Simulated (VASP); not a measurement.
Input of a VASP 6.6.1 run:

The input INCAR:

```
SYSTEM = Na9Cl8
ALGO = Normal ; EDIFF = 1E-6
ENCUT = 520 ; GGA = PE
ISIF = 2 ; ISMEAR = -1
ISPIN = 2 ; LASPH = .True.
LCHARG = .False. ; LORBIT = 11
LREAL = Auto ; LWAVE = .False.
MAGMOM = 0 0 0 0 0 0 0 0 0 0 0 0 0 0 0 0 0 ; NBANDS = 78
NELM = 150 ; PREC = Accurate
SIGMA = 0.02
```

File KPOINTS:

```
k-points
0
Gamma
  2 2 2
  0 0 0
```

The input POSCAR:

```
Na9Cl8
1.0
    0.0000000000      5.6401000000      5.6401000000
    5.6401000000      0.0000000000      5.6401000000
    5.6401000000      5.6401000000      0.0000000000
Na Cl
9 8
Direct
   -0.0002109892     -0.0001351040     -0.0004161274
   -0.0003062002     -0.0002232230      0.5009639900
   -0.0000587756      0.5004273860     -0.0002183472
   -0.0483166965      0.5158885481      0.5162800305
    0.5005475080     -0.0000452120     -0.0002891793
    0.5156310172     -0.0473199943      0.5159070761
    0.5169998759      0.5168828567     -0.0510705484
    0.5165548483      0.5164458077      0.5168736370
    0.3763425294      0.3780146629      0.3718525381
    0.2448265988      0.2445822769      0.2456021170
    0.2453819081      0.2451510612      0.7636902714
    0.2436080034      0.7678712257      0.2444556834
    0.2383255616      0.7543070158      0.7535605752
    0.7667218666      0.2438311377      0.2449130335
    0.7542329923      0.2381662559      0.7536778603
    0.7537833549      0.7539755501      0.2387749331
    0.7539318452      0.7541222673      0.7533690892
```

Potentials or basis: VASP PAW PBE potentials, release 64 (Na_pv, Cl).

Command:

```bash
$ cat potpaw_PBE.64/Na_pv/POTCAR potpaw_PBE.64/Cl/POTCAR > POTCAR
$ mpirun -np 1 vasp_std > vasp.out
```

What does it give for the largest force?

0.019 eV/Å.

Predict the pressure.

4.8 GPa.

Predict the net moment.

0.00 μB per cell.

Forces on the atoms (eV/Å):
```
Na  -0.003 -0.003 -0.002
Na   0.003  0.002 -0.002
Na   0.002 -0.002  0.003
Na   0.001 -0.003  0.001
Na  -0.002  0.002  0.003
Na  -0.003  0.002  0.000
Na   0.002  0.001  0.001
Na  -0.001 -0.002  0.002
Na   0.000  0.007 -0.017
Cl  -0.004 -0.005  0.001
Cl   0.004  0.002  0.000
Cl   0.002 -0.003  0.006
Cl   0.007 -0.006 -0.008
Cl  -0.002  0.001  0.006
Cl  -0.006  0.007 -0.007
Cl  -0.007 -0.007  0.006
Cl   0.008  0.008  0.006
```

Caveat: the k points lie up to 0.48 Å⁻¹ apart; no moment was typed at the start, so none could form.
